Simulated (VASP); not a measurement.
# In3GaSbN (P-6m2) in VASP: single point with PBE

Aim: the single point of In3GaSbN with PBE.

Everything below comes from runs of VASP 6.6.1. Logs are shortened: lines on timing, memory, paths and dates and some standing lists are left out, and cuts for length are marked.

## (1) The cell of the first run

Symmetry: P-6m2, No. 187, hexagonal system. Conventional cell: a = 4.476 Å, b = 4.476 Å, c = 8.428 Å, α = 90.00°, β = 90.00°, γ = 120.00°. In (site symmetry 3m) has 1 Ga at 2.04 Å and 1 In at 2.18 Å within 2.7 Å. Within 2.9 Å of In (site symmetry -6m2) lie 2 In at 2.18 Å and 3 Sb at 2.58 Å and 3 N at 2.58 Å. Ga (site symmetry -6m2) has 2 In at 2.04 Å within 2.7 Å. Sb (site symmetry -6m2) has 3 N at 2.58 Å and 9 In at 2.58 to 3.38 Å within 3.4 Å. N (site symmetry -6m2) has 3 Sb at 2.58 Å and 9 In at 2.58 to 3.38 Å within 3.4 Å.

The cell was generated, and may not be a known phase.

## (2) Single point, PBE

Input file INCAR:

```
  ALGO = Normal
  EDIFF = 1E-6
  ENCUT = 700
  GGA = PE
  GGA_COMPAT = False
  ISIF = 2
  ISMEAR = 0
  LASPH = True
  LCHARG = False
  LREAL = False
  LWAVE = False
  NBANDS = 45
  NELM = 120
  PREC = Accurate
  SIGMA = 0.1
```

Input file KPOINTS:

```
k-points
0
Gamma
  6 6 2
```

Input file POSCAR:

```
In3GaSbN
1.0
    4.4764831000      0.0000000000      0.0000000000
   -2.2382415500      3.8767480900      0.0000000000
    0.0000000000      0.0000000000      8.4284537700
In Ga Sb N
3 1 1 1
Direct
    0.6666666700      0.3333333300      0.2581529600
    0.6666666700      0.3333333300      0.7418470400
    0.6666666700      0.3333333300      0.0000000000
    0.6666666700      0.3333333300      0.5000000000
    0.0000000000      0.0000000000      0.0000000000
    0.3333333300      0.6666666700      0.0000000000
```

Potentials or basis: VASP PAW PBE potentials, release 64 (In_d, Ga_d, Sb_d_GW, N).

Run with:

```console
$ cat potpaw_PBE.64/In_d/POTCAR potpaw_PBE.64/Ga_d/POTCAR potpaw_PBE.64/Sb_d_GW/POTCAR potpaw_PBE.64/N/POTCAR > POTCAR
$ mpirun -np 1 vasp_std > vasp.out
```

OUTCAR:

```text
EDIFF = 1E-6
   ENCUT = 700
   GGA = PE
   ISIF = 2
   ISMEAR = 0
   LASPH = True
   LREAL = False
   NELM = 120
   PREC = Accurate

 ion  position               nearest neighbor table
   1  0.667  0.333  0.258-   4 2.04   3 2.18   5 3.38   5 3.38   5 3.38
   2  0.667  0.333  0.742-   4 2.04   3 2.18   5 3.38   5 3.38   5 3.38
   3  0.667  0.333  0.000-   1 2.18   2 2.18   6 2.58   5 2.58   6 2.58   5 2.58   5 2.58   6 2.58

   4  0.667  0.333  0.500-   1 2.04   2 2.04
   5  0.000  0.000  0.000-   3 2.58   6 2.58   3 2.58   6 2.58   3 2.58   6 2.58   1 3.38   2 3.38
                             1 3.38   2 3.38   1 3.38   2 3.38
   6  0.333  0.667  0.000-   5 2.58   3 2.58   3 2.58   5 2.58   5 2.58   3 2.58

  LATTYP: Found a hexagonal cell.
 ALAT       =     4.4764831000
 C/A-ratio  =     1.8828293510

  Lattice vectors:

 A1 = (   4.4764831000,   0.0000000000,   0.0000000000)
 A2 = (  -2.2382415500,   3.8767480900,   0.0000000000)
 A3 = (   0.0000000000,   0.0000000000,   8.4284537700)

Analysis of symmetry for initial positions (statically):
=====================================================================
 Subroutine PRICEL returns:
 Original cell was already a primitive cell.

 Routine SETGRP: Setting up the symmetry group for a
 hexagonal supercell.

 Subroutine GETGRP returns: Found 12 space group operations
 (whereof 12 operations were pure point group operations)
 out of a pool of 24 trial point group operations.

The static configuration has the point symmetry D_3h.

Analysis of symmetry for dynamics (positions and initial velocities):
=====================================================================
 Subroutine PRICEL returns:
 Original cell was already a primitive cell.

 Routine SETGRP: Setting up the symmetry group for a
 hexagonal supercell.

 Subroutine GETGRP returns: Found 12 space group operations
 (whereof 12 operations were pure point group operations)
 out of a pool of 24 trial point group operations.

The dynamic configuration has the point symmetry D_3h.

 Subroutine INISYM returns: Found 12 space group operations
 (whereof 12 operations are pure point group operations),
 and found     1 'primitive' translations

----------------------------------------------------------------------------------------

                                     Primitive cell

  volume of cell :     146.2690

  direct lattice vectors                    reciprocal lattice vectors
     4.476483100  0.000000000  0.000000000     0.223389652  0.128974075  0.000000000
    -2.238241550  3.876748090  0.000000000     0.000000000  0.257948151  0.000000000
     0.000000000  0.000000000  8.428453770     0.000000000  0.000000000  0.118645724

  length of vectors
     4.476483100  4.476483105  8.428453770     0.257948151  0.257948151  0.118645724

  position of ions in fractional coordinates (direct lattice)
     0.666666670  0.333333330  0.258152960
     0.666666670  0.333333330  0.741847040
     0.666666670  0.333333330  0.000000000
     0.666666670  0.333333330  0.500000000
     0.000000000  0.000000000  0.000000000
     0.333333330  0.666666670  0.000000000

  ion indices of the primitive-cell ions
   primitive index   ion index
                 1           1
                 2           2
                 3           3
                 4           4
                 5           5
                 6           6

----------------------------------------------------------------------------------------

 KPOINTS: k-points

Automatic generation of k-mesh.
 Grid dimensions read from file:
 generate k-points for:    6    6    2

 Generating k-lattice:

  Cartesian coordinates                     Fractional coordinates (reciprocal lattice)
     0.037231609  0.021495679  0.000000000     0.166666667  0.000000000  0.000000000
     0.000000000  0.042991358  0.000000000     0.000000000  0.166666667  0.000000000
     0.000000000  0.000000000  0.059322862     0.000000000  0.000000000  0.500000000

  Length of vectors
     0.042991358  0.042991358  0.059322862

  Shift w.r.t. Gamma in fractional coordinates (k-lattice)
     0.000000000  0.000000000  0.000000000

 Subroutine IBZKPT returns following result:
 ===========================================

 Found     14 irreducible k-points:

 Following reciprocal coordinates:
            Coordinates               Weight
  0.000000  0.000000  0.000000      1.000000
  0.166667  0.000000  0.000000      6.000000
  0.333333  0.000000  0.000000      6.000000
  0.500000  0.000000  0.000000      3.000000
  0.166667  0.166667  0.000000      6.000000
  0.333333  0.166667  0.000000     12.000000
  0.333333  0.333333  0.000000      2.000000
  0.000000  0.000000  0.500000      1.000000
  0.166667  0.000000  0.500000      6.000000
  0.333333  0.000000  0.500000      6.000000
  0.500000  0.000000  0.500000      3.000000
  0.166667  0.166667  0.500000      6.000000
  0.333333  0.166667  0.500000     12.000000
  0.333333  0.333333  0.500000      2.000000
   k-points           NKPTS =     14   k-points in BZ     NKDIM =     14   number of bands    NBANDS=     45
   number of dos      NEDOS =    301   number of ions     NIONS =      6
   total plane-waves  NPLWV = 128000
   dimension x,y,z NGX =    40 NGY =   40 NGZ =   80
   dimension x,y,z NGXF=    80 NGYF=   80 NGZF=  160
   ions per type =               3   1   1   1
   NGX,Y,Z   is equivalent  to a cutoff of  14.86, 14.86, 15.78 a.u.
   NGXF,Y,Z  is equivalent  to a cutoff of  29.71, 29.71, 31.56 a.u.
 SYSTEM =  unknown system
   PREC   = accura    normal or accurate (medium, high low for compatibility)
   ISTART =      0    job   : 0-new  1-cont  2-samecut
   ICHARG =      2    charge: 1-file 2-atom 10-const
   ISPIN  =      1    spin polarized calculation?
   LNONCOLLINEAR =      F non collinear calculations
   LSORBIT =      F    spin-orbit coupling
   LASPH  =      T    aspherical Exc in radial PAW
   ENCUT  =  700.0 eV  51.45 Ry    7.17 a.u.   9.66  9.66 18.18*2*pi/ulx,y,z
   NELM   =    120;   NELMIN=  2; NELMDL= -5     # of ELM steps
   EDIFF  = 0.1E-05   stopping-criterion for ELM
   LREAL  =      F    real-space projection
   EDIFFG = 0.1E-04   stopping-criterion for IOM
   NSW    =      0    number of steps for IOM
   IBRION =     -1    ionic relax: 0-MD 1-quasi-New 2-CG
   NFREE  =      0    steps in history (QN), initial steepest desc. (CG)
   ISIF   =      2    stress and relaxation
   ISYM   =      2    0-nonsym 1-usesym 2-fastsym
   POTIM  = 0.5000    time-step for ionic-motion
   TEBEG  =    0.0;   TEEND  =   0.0 temperature during run
   PSTRESS=    0.0 pullay stress
   NELECT =      72.0000    total number of electrons
   NUPDOWN=      -1.0000    fix difference up-down
   EMIN   =  10.00;   EMAX   =-10.00  energy-range for DOS
   EFERMI =   0.00;   METHOD = LEGACY
   ISMEAR =     0;   SIGMA  =   0.10  broadening in eV -4-tet -1-fermi 0-gaus
   EFERMI_NEDOS =   21; number of points for ismear=-14 and -15
   IALGO  =     38    algorithm
   IMIX   =      4    mixing-type and parameters
     AMIX     =   0.40;   BMIX     =  1.00
     AMIX_MAG =   1.60;   BMIX_MAG =  1.00
  volume/ion in A,a.u.               =      24.38       164.51
  Fermi-wavevector in a.u.,A,eV,Ry     =   1.292612  2.442682 22.733237  1.670846
  Thomas-Fermi vector in A             =   2.424309
   LORBIT       =      0    0 simple, 1 ext, 2 COOP (PROOUT), +10 PAW based schemes
   GGA     = PE    functional components
   LHFCALC =     F    Hartree Fock is set to
   AEXX    =    0.0000 exact exchange contribution
   IVDW    =     0    specifies the selected vdW correction
   LEPSILON=     F    determine dielectric tensor
   LRPA    =     F    only Hartree local field effects (RPA)
 non-spin polarized calculation
 Gauss-broadening in eV      SIGMA  =   0.10
  energy-cutoff  :      700.00
  volume of cell :      146.27
 maximum number of plane-waves:      6192
 NGX is ok and might be reduce to    40
   NGX = 19   NGY = 19   NGZ = 37

 number of electron      71.9999996 magnetization

 Free energy of the ion-electron system (eV)
  ---------------------------------------------------
  ext. energy  EPLUGINS =         0.00000000
  ---------------------------------------------------
  free energy    TOTEN  =        -7.01426285 eV

  energy without entropy =       -6.99546139  energy(sigma->0) =       -7.00486212

 E-fermi :   5.5813     XC(G=0):  -9.5197

 val. band max:        5.5771952912   @ k =   0.5000   0.0000   0.5000
 cond. band min:       5.5896192635   @ k =   0.3333   0.0000   0.0000
 fundamental gap:      0.0124239724
 Fermi energy:         5.5812667380

 k-point     1 :       0.0000    0.0000    0.0000
  band No.  band energies     occupation
      1     -24.1305      2.00000
      2     -24.1305      2.00000
      3     -23.9995      2.00000
      4     -23.9995      2.00000
      5     -23.9964      2.00000
      6     -13.0363      2.00000
[... 37 lines left out ...]
     44      12.2848      0.00000
     45      12.3607      0.00000

 k-point     2 :       0.1667    0.0000    0.0000
  band No.  band energies     occupation
      1     -24.1323      2.00000
      2     -24.1306      2.00000
      3     -23.9996      2.00000
      4     -23.9996      2.00000
      5     -23.9952      2.00000
      6     -13.0356      2.00000
[... 37 lines left out ...]
     44      11.5152      0.00000
     45      12.1591      0.00000

 k-point     3 :       0.3333    0.0000    0.0000
  band No.  band energies     occupation
      1     -24.1360      2.00000
      2     -24.1308      2.00000
      3     -23.9999      2.00000
      4     -23.9999      2.00000
      5     -23.9927      2.00000
      6     -13.0342      2.00000
[... 517 lines left out ...]
     44      11.3390      0.00000
     45      11.9208      0.00000

 k-point    14 :       0.3333    0.3333    0.5000
  band No.  band energies     occupation
      1     -24.1373      2.00000
      2     -24.1324      2.00000
      3     -24.0008      2.00000
      4     -23.9995      2.00000
      5     -23.9908      2.00000
      6     -12.5686      2.00000
[... 37 lines left out ...]
     44      12.1238      0.00000
     45      12.2757      0.00000

------------------------ aborting loop because EDIFF is reached ----------------------------------------

  FORCE on cell =-STRESS in cart. coord.  units (eV):
  Direction    XX          YY          ZZ          XY          YZ          ZX
  --------------------------------------------------------------------------------------
  -------------------------------------------------------------------------------------
  Total       10.4131111     10.4131112     87.7032515      0.0000000     -0.0000000     -0.0000000
  in kB      114.0613864    114.0613867    960.6691339      0.0000000     -0.0000000     -0.0000000
  external PRESSURE =     396.2639690 kB  Pullay stress =       0.0000000 kB

 VOLUME and BASIS-vectors are now :
 -----------------------------------------------------------------------------
  energy-cutoff  :      700.00
  volume of cell :      146.27
      direct lattice vectors                 reciprocal lattice vectors
     4.476483100  0.000000000  0.000000000     0.223389652  0.128974075  0.000000000
    -2.238241550  3.876748090  0.000000000     0.000000000  0.257948151  0.000000000
     0.000000000  0.000000000  8.428453770     0.000000000  0.000000000  0.118645724

 POSITION                                       TOTAL-FORCE (eV/Angst)
 -----------------------------------------------------------------------------------
      2.23824      1.29225      2.17583         0.000000     -0.000000      0.368442
      2.23824      1.29225      6.25262         0.000000     -0.000000     -0.368442
      2.23824      1.29225      0.00000         0.000000     -0.000000      0.000000
      2.23824      1.29225      4.21423        -0.000000      0.000000      0.000000
      0.00000      0.00000      0.00000        -0.000000      0.000000      0.000000
     -0.00000      2.58450      0.00000        -0.000000      0.000000      0.000000
 -----------------------------------------------------------------------------------
    total drift:                               -0.000039      0.000023     -0.000000

  FREE ENERGIE OF THE ION-ELECTRON SYSTEM (eV)
  ---------------------------------------------------
  free  energy   TOTEN  =        -7.0142628486 eV

  energy  without entropy=       -6.9954613874  energy(sigma->0) =       -7.00486212
```

Wall time 2.7 min (1 thread of Intel Xeon Platinum 8488C (Sapphire Rapids), shared host); peak memory 0.46 GiB.

Results:

| Property | Result |
| --- | --- |
| Free energy | -7.0143 eV |
| Pressure | 39.6 GPa |
| Largest force | 0.368 eV/Å |
| Band gap on the k mesh | zero (bands 36 and 37 overlap by 1.18 eV) |

Forces in eV/Å, atoms in the order of the input:
```
In   0.000  0.000  0.368
In   0.000  0.000 -0.368
In   0.000  0.000  0.000
Ga   0.000  0.000  0.000
Sb   0.000  0.000  0.000
N    0.000  0.000  0.000
```

Levels at points of the mesh, in eV from the Fermi level:
```tsv
k point	band 32	band 33	band 34	band 35	band 36	band 37	band 38	band 39	band 40	band 41
(0.00, 0.00, 0.00)	-2.87	-2.82	-2.29	-2.29	0.25	1.53	1.53	1.77	2.07	3.08
(0.50, 0.00, 0.00)	-3.01	-1.88	-1.61	-0.24	-0.13	0.30	1.83	1.97	2.20	2.56
(0.00, 0.00, 0.50)	-3.10	-2.21	-2.21	-1.87	-0.18	1.00	1.00	1.72	4.22	4.27
(0.50, 0.00, 0.50)	-4.03	-3.31	-0.80	-0.12	0.00	0.18	0.27	1.45	2.79	3.82
```

Caveat: the k points lie up to 0.37 Å⁻¹ apart, too coarse for converged energies and pressures of a metal; spin-orbit coupling is left out, which moves the levels of the heavy elements.
